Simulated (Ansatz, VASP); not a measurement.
**SnO2 in VASP and in Ansatz**

The input INCAR:

```
SYSTEM = SnO2
PREC = Accurate
ENCUT = 520
EDIFF = 1E-6
ISMEAR = 0
SIGMA = 0.05
LREAL = .False.
LASPH = .True.
NELM = 60
ALGO = Normal
ISIF = 2
LWAVE = .False.
LCHARG = .False.
GGA = PE
NBANDS = 35
```

The input KPOINTS:

```
Automatic mesh
0
Gamma
  6 6 8
  0 0 0
```

File POSCAR:

```
SnO2
1.0
    4.7528685914      0.0000000000      0.0000000000
    0.0000000000      4.7528820433      0.0000000000
    0.0000000000      0.0000000000      3.3407913329
Sn O
2 4
Direct
    0.5000000000      0.5000000000      0.5000000000
    0.0000000000      0.0000000000      0.0000000000
    0.3285422861      0.3286001785      0.0000000000
    0.8285422861      0.1713998215      0.5000000000
    0.1714577139      0.8286001785      0.5000000000
    0.6714577139      0.6713998215      0.0000000000
```

Input for Ansatz:

```yaml
crystal:
  lattice:
    - [4.7528685914, 0.0, 0.0]
    - [0.0, 4.7528820433, 0.0]
    - [0.0, 0.0, 3.3407913329]
  atoms:
    - { symbol: Sn, position: [0.5, 0.5, 0.5] }
    - { symbol: Sn, position: [0.0, 0.0, 0.0] }
    - { symbol: O, position: [0.3285422861, 0.3286001785, 0.0] }
    - { symbol: O, position: [0.8285422861, 0.1713998215, 0.5] }
    - { symbol: O, position: [0.1714577139, 0.8286001785, 0.5] }
    - { symbol: O, position: [0.6714577139, 0.6713998215, 0.0] }
basis:
  ecutwfc: 520.0
kpoints:
  mp_grid: { grid: [6, 6, 8] }
hamiltonian:
  xc: pbe
  pseudopotentials: { kind: paw, azcp: { folder: soft_1 } }
scf:
  occupations: { method: gaussian, width: 0.05 }
output:
  forces: true
  stress: true
  eigenvalues: true
```

Alike in both runs: task single point; functional PBE; k mesh 6 × 6 × 8; occupations gaussian, width 0.05 eV; no spin polarisation.

|  | VASP | Ansatz |
| --- | --- | --- |
| version | VASP 6.6.1 | Ansatz 0.2.0 |
| potentials or method | VASP PAW PBE potentials, release 64 (Sn_d, O), cutoff 520 eV | scalar-relativistic, plane waves, PAW |
| valence electrons in the cell | 52 | 52 |

Ansatz gave:

- gap on the k mesh at the Fermi level (eV): 0.71
- least direct gap on the mesh (eV): 0.71
- pressure (GPa): 5.7
- traceless stress, the component that is largest in VASP (GPa): -2.77
- rms of the force components (eV/Å): 1.617

Question: What did VASP give for the same quantities?

Answer: gap on the k mesh at the Fermi level (eV): 0.70; least direct gap on the mesh (eV): 0.70; pressure (GPa): 6.4; traceless stress, the component that is largest in VASP (GPa): -2.19; rms of the force components (eV/Å): 1.640.

Atom by atom the forces differ by 0.022 eV/Å (rms over components). With one functional, cell and mesh, what is left measures potentials, basis and numerics.
